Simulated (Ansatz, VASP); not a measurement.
**Two plane-wave programs on Pt**

The input INCAR:

```
ALGO = Normal
EDIFF = 1E-6
ENCUT = 520
GGA = PE
ISIF = 2
ISMEAR = 0
LASPH = T
LCHARG = F
LREAL = F
LWAVE = F
NBANDS = 11
NELM = 80
PREC = Accurate
SIGMA = 0.1
```

KPOINTS

```
k-points
0
Gamma
  20 20 20
```

POSCAR

```
Pt
1.0
   -1.4222955525      1.4222955525      1.4222955525
    1.4222955525     -1.4222955525      1.4222955525
    1.4222955525      1.4222955525     -1.4222955525
Pt
1
Direct
    0.0000000000      0.0000000000      0.0000000000
```

Input for Ansatz:

```yaml
crystal:
  lattice:
    - [-1.4222955525, 1.4222955525, 1.4222955525]
    - [1.4222955525, -1.4222955525, 1.4222955525]
    - [1.4222955525, 1.4222955525, -1.4222955525]
  atoms:
    - { symbol: Pt, position: [0.0, 0.0, 0.0] }
basis:
  ecutwfc: 420
kpoints:
  mp_grid: { grid: [20, 20, 20] }
hamiltonian:
  xc: pbe
scf:
  occupations: { method: gaussian, width: 0.1 }
output:
  forces: true
  stress: true
  eigenvalues: true
```

Alike in both runs: task single point; functional PBE; k mesh 20 × 20 × 20; occupations gaussian, width 0.1 eV; no spin polarisation.

|  | VASP | Ansatz |
| --- | --- | --- |
| version | VASP 6.6.1 | Ansatz 0.2.0 |
| potentials or method | VASP PAW PBE potentials, release 64 (Pt), cutoff 520 eV | scalar-relativistic, plane waves, PAW |
| valence electrons in the cell | 10 | 18 |

Ansatz gave:

- gap on the k mesh at the Fermi level (eV): none
- pressure (GPa): 175.6

Question: Estimate VASP's values.

Answer: gap on the k mesh at the Fermi level (eV): none; pressure (GPa): 176.0.

A gap of «none» marks a metal or a gap that the smearing closes. Both programs put the cell under a high pressure, so it lies far from rest at this level. The functional is the same, so the differences come from potentials, cutoffs and numerics. VASP's potentials hold 10 valence electrons a cell and Ansatz's 18, so a difference there can come from the potentials and not from the codes.

Neither program's run includes spin-orbit coupling. Noted on VASP's run: the cell as given lies far from equilibrium.
